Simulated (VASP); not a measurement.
Set up this calculation in VASP 6.6.1, as the native input.

- Task: relaxation of cell and atoms
- Functional: PBE
- Potentials or basis: VASP PAW PBE potentials, release 64 (Re)
- Cutoff: 600 eV
- k mesh: 15 × 15 × 15
- Occupations: fermi-dirac, width 0.08 eV
- Spin: no spin polarisation
- Target pressure: 540 GPa
- Dipole correction: no
- Further INCAR settings: ALGO = Normal; EDIFF = 1e-07; IBRION = 2; EDIFFG = -0.005; NSW = 32; ISIF = 3

The structure of Re lies in POSCAR:

```
Re
1.0
    0.0000000000      2.2308907542      2.2308907542
    2.2308907542      0.0000000000      2.2308907542
    2.2308907542      2.2308907542      0.0000000000
Re
2
Direct
   -0.1250000000     -0.1250000000     -0.1250000000
    0.1250000000      0.1250000000      0.1250000000
```

The input as run:

INCAR

```
SYSTEM = Re
PREC = Accurate
ENCUT = 600
EDIFF = 1E-7
ISMEAR = -1
SIGMA = 0.08
LREAL = .False.
LASPH = .True.
NELM = 80
ALGO = Normal
ISIF = 3
LWAVE = .False.
LCHARG = .False.
GGA = PE
IBRION = 2
NSW = 32
EDIFFG = -0.005
PSTRESS = 5400.0
```

KPOINTS

```
regular mesh
0
Gamma
  15 15 15
  0 0 0
```

Potentials or basis: VASP PAW PBE potentials, release 64 (Re).

The run is started by

```bash
$ cat potpaw_PBE.64/Re/POTCAR > POTCAR
$ mpirun -np 1 vasp_std > vasp.out
```

Results of the run:

```
Relaxed volume                                         : 10.33 Å³/atom
Relaxed cell                                           : a = 3.080 Å, b = 3.080 Å, c = 3.080 Å, α = 60.00°, β = 60.00°, γ = 60.00°
Space group after relaxing (to 0.05 Å)                 : Fd-3m (No. 227)
Energy change on relaxing (the enthalpy is what falls) : +2349.7 meV/atom
Ionic steps                                            : 5
Pressure after relaxing                                : 540.0 GPa
Band gap on the k mesh                                 : zero (band 7 reaches 14.98 eV, above the bottom of band 8 at 12.80 eV)
```

Caveat: the cell is relaxed towards a set pressure, so the enthalpy falls and the energy may rise; spin-orbit coupling is left out, which moves the levels of the heavy elements.

Run time: 2 min on 1 thread of Intel(R) Xeon(R) 6975P-C (Granite Rapids), with other jobs on the host, peak memory 0.22 GiB.
